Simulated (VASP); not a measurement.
Here is a VASP 6.6.1 calculation.

INCAR

```
SYSTEM = CdS
PREC = Accurate
ENCUT = 520
EDIFF = 1E-7
ISMEAR = 0
SIGMA = 0.01
LREAL = .False.
LASPH = .True.
NELM = 60
ALGO = Normal
ISIF = 2
LWAVE = .False.
LCHARG = .False.
NBANDS = 26
```

File KPOINTS:

```
Automatic mesh
0
Gamma
  6 6 4
  0 0 0
```

Contents of POSCAR:

```
CdS
1.0
    3.9563766682      0.0000000000      0.0000000000
   -1.9781883341      3.4263227016      0.0000000000
    0.0000000000      0.0000000000      6.4641625693
Cd S
2 2
Direct
    0.3333333333      0.6666666667     -0.0000384951
    0.6666666667      0.3333333333      0.4999615049
    0.3333333333      0.6666666667      0.3750384951
    0.6666666667      0.3333333333      0.8750384951
```

Potentials or basis: VASP PAW LDA potentials, release 64 (Cd, S).

Command:

```bash
$ cat potpaw_LDA.64/Cd/POTCAR potpaw_LDA.64/S/POTCAR > POTCAR
$ mpirun -np 1 vasp_std > vasp.out
```

Question: What does it give for the pressure?

Answer: 7.8 GPa.

Question: Predict the band gap on the k mesh.

Answer: 1.24 eV, direct.

As with any semilocal functional, this LDA gap is likely too small.
